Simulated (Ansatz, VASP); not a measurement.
# CuO: VASP beside Ansatz

INCAR

```
ALGO = Normal
EDIFF = 1E-6
ENCUT = 1340
GGA = RP
GGA_COMPAT = False
ISIF = 2
ISMEAR = -1
LASPH = True
LCHARG = False
LREAL = False
LWAVE = False
NBANDS = 33
NELM = 120
PREC = Accurate
SIGMA = 0.05
```

The input KPOINTS:

```
k-points
0
Gamma
  5 5 4
```

POSCAR

```
CuO
1.0
    3.1754955000      0.0000000000      0.0000000000
    0.0000000000      3.1754955000      0.0000000000
    0.0000000000      0.0000000000      4.6495318700
Cu O
2 2
Direct
    0.0000000000      0.0000000000      0.0000000000
    0.5000000000      0.5000000000      0.0000000000
    0.5000000000      0.0000000000      0.2670000000
    0.0000000000      0.5000000000      0.7330000000
```

File input.yaml:

```yaml
crystal:
  lattice:
    - [3.1754955, 0.0, 0.0]
    - [0.0, 3.1754955, 0.0]
    - [0.0, 0.0, 4.64953187]
  atoms:
    - { symbol: Cu, position: [0.0, 0.0, 0.0] }
    - { symbol: Cu, position: [0.5, 0.5, 0.0] }
    - { symbol: O, position: [0.5, 0.0, 0.267] }
    - { symbol: O, position: [0.0, 0.5, 0.733] }
hamiltonian:
  xc: rpbe
  pseudopotentials: { kind: paw }
kpoints:
  mp_grid: { grid: [5, 5, 4] }
  band_path:
    path:
      - [[0.0, 0.0, 0.0], [0.0, 0.5, 0.0], [0.5, 0.5, 0.0], [0.0, 0.0, 0.0], [0.0, 0.0, 0.5], [0.0, 0.5, 0.5], [0.5, 0.5, 0.5], [0.0, 0.0, 0.5]]
      - [[0.0, 0.5, 0.0], [0.0, 0.5, 0.5]]
      - [[0.5, 0.5, 0.0], [0.5, 0.5, 0.5]]
    npoints: 14
scf:
  occupations: { method: fermi_dirac, width: 0.05 }
  n_extra_bands: 10
output:
  forces: true
  stress: true
  eigenvalues: true
  fatbands: false
```

Alike in both runs: functional RPBE; k mesh 5 × 5 × 4; occupations fermi-dirac, width 0.05 eV; no spin polarisation.

```csv
,VASP,Ansatz
version,VASP 6.6.1,Ansatz 0.2.0
potentials or method,"VASP PAW PBE potentials, release 64 (Cu_sv_GW, O_h)",Ansatz PAW
plane-wave cutoff (eV),1340,420
valence electrons in the cell,50,50
task,single point,band structure
```

|  | VASP | Ansatz | Ansatz less VASP |
| --- | --- | --- | --- |
| gap on the k mesh at the Fermi level (eV) | none | none | - |
| pressure (GPa) | 21.4 | 21.5 | +0.09 |
| traceless stress, the component that is largest in VASP (GPa) | -25.58 | -25.58 | -0.003 |
| rms of the force components (eV/Å) | 0.274 | 0.275 | +0.0004 |

VASP's potentials were made for PBE, not for RPBE. Atom by atom the forces differ by 0.000 eV/Å (rms over components). A gap of «none» marks a metal or a gap that the smearing closes. With one functional, cell and mesh, what is left measures potentials, basis and numerics.

The k mesh is coarse, so the values compare programs but aren't converged.
